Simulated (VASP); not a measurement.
Input of a VASP 6.6.1 run:

INCAR

```
PREC = Accurate
ENCUT = 520
EDIFF = 1E-6
ISMEAR = -1
SIGMA = 0.05
LREAL = False
LASPH = True
NELM = 100
ALGO = Normal
ISIF = 2
LWAVE = False
LCHARG = False
NBANDS = 24
```

Contents of KPOINTS:

```
regular mesh
0
Gamma
  11 11 11
```

POSCAR

```
TaAs
1.0
   -1.7218133622      1.7218133622      5.8679415361
    1.7218133622     -1.7218133622      5.8679415361
    1.7218133622      1.7218133622     -5.8679415361
Ta As
2 2
Direct
    0.4999673000      0.4999673000      0.0000000000
    0.2499673000      0.7499673000      0.5000000000
    0.0826321200      0.0826321200      0.0000000000
    0.8326321200      0.3326321200      0.5000000000
```

Potentials or basis: VASP PAW LDA potentials, release 64 (Ta_pv, As).

The run is started by

```console
$ cat potpaw_LDA.64/Ta_pv/POTCAR potpaw_LDA.64/As/POTCAR > POTCAR
$ mpirun -np 1 vasp_std > vasp.out
```

(1) What does it give for the largest force?

(2) Predict the pressure.

Results:

(1) 0.022 eV/Å.

(2) -6.6 GPa.
